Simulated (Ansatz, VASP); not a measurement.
# One calculation of Li2Si2Au3, two programs

```
Li Si Au
1.0
     4.35380    0.00000    0.00000
     0.00000    4.35380    0.00000
     0.00000    0.00000    6.08500
Li Si Au
2 2 3
Direct
  0.50000 0.00000 0.77075
  0.00000 0.50000 0.22925
  0.00000 0.50000 0.75298
  0.50000 0.00000 0.24702
  0.50000 0.50000 0.50000
  0.50000 0.50000 0.00000
  0.00000 0.00000 0.50000
```

Alike in both runs: functional PBE; k mesh 4 × 4 × 3; occupations gaussian, width 0.2 eV; no spin polarisation.

Ansatz relaxed the structure, and its values are those at the end. VASP's run is a single point on that final structure, the one shown.

|  | VASP | Ansatz |
| --- | --- | --- |
| version | VASP 6.6.1 | Ansatz 0.2.0 |
| potentials or method | VASP PAW PBE potentials, release 64 (Li_sv, Si, Au), cutoff 520 eV | scalar-relativistic, plane waves, PAW |
| valence electrons in the cell | 47 | 71 |

```tsv
	VASP	Ansatz	Ansatz less VASP
gap on the k mesh at the Fermi level (eV)	none	none	-
rms of the force components (eV/Å)	0.016	0.013	-0.0027
```

A gap of «none» marks a metal or a gap that the smearing closes. The functional is the same, so the differences come from potentials, cutoffs and numerics. VASP's potentials hold 47 valence electrons a cell and Ansatz's 71, so a difference there can come from the potentials and not from the codes.

The k mesh is coarse, so the values compare programs but aren't converged. Spin-orbit coupling is off throughout. Noted on VASP's run: the cutoff is short for stress, so the pressure is rough.
